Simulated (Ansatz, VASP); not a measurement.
One calculation of EuS3, two programs

```
CELL_PARAMETERS angstrom
0.00000 3.43892 3.43892
3.43892 0.00000 3.43892
3.43892 3.43892 0.00000
ATOMIC_POSITIONS crystal
Eu 0.00000 0.00000 0.00000
S 0.75000 0.75000 0.75000
S 0.50000 0.50000 0.50000
S 0.25000 0.25000 0.25000
```

Change from the starting cell: species swapped into the NdMg3 type (Fm-3m, No. 225).

Alike in both runs: functional PBE; k mesh 4 × 4 × 4; occupations gaussian, width 0.1 eV; collinear spin.

Ansatz relaxed the structure, and its values are those at the end. VASP's run is a single point on that final structure, the one shown.

|  | VASP | Ansatz |
| --- | --- | --- |
| version | VASP 6.6.1 | Ansatz 0.2.0 |
| potentials or method | VASP PAW PBE potentials, release 64 (Eu, S), cutoff 520 eV | scalar-relativistic, plane waves, PAW |
| valence electrons in the cell | 35 | 35 |

VASP gave:

| Quantity | Value |
| --- | --- |
| gap on the k mesh at the Fermi level (eV) | none |
| pressure (GPa) | -0.4 |
| net moment per atom (μB) | 1.99 |
| size of the moment on the site where the two differ most (μB) | 6.38 |

Q: What did Ansatz give for the same quantities?

A: gap on the k mesh at the Fermi level (eV): none; pressure (GPa): -0.3; net moment per atom (μB): 1.96; size of the moment on the site where the two differ most (μB): 6.53.

Site moments also hang on the region over which each program counts them. A gap of «none» marks a metal or a gap that the smearing closes.

The k mesh is coarse, so the values compare programs but aren't converged. Neither program's run includes spin-orbit coupling.
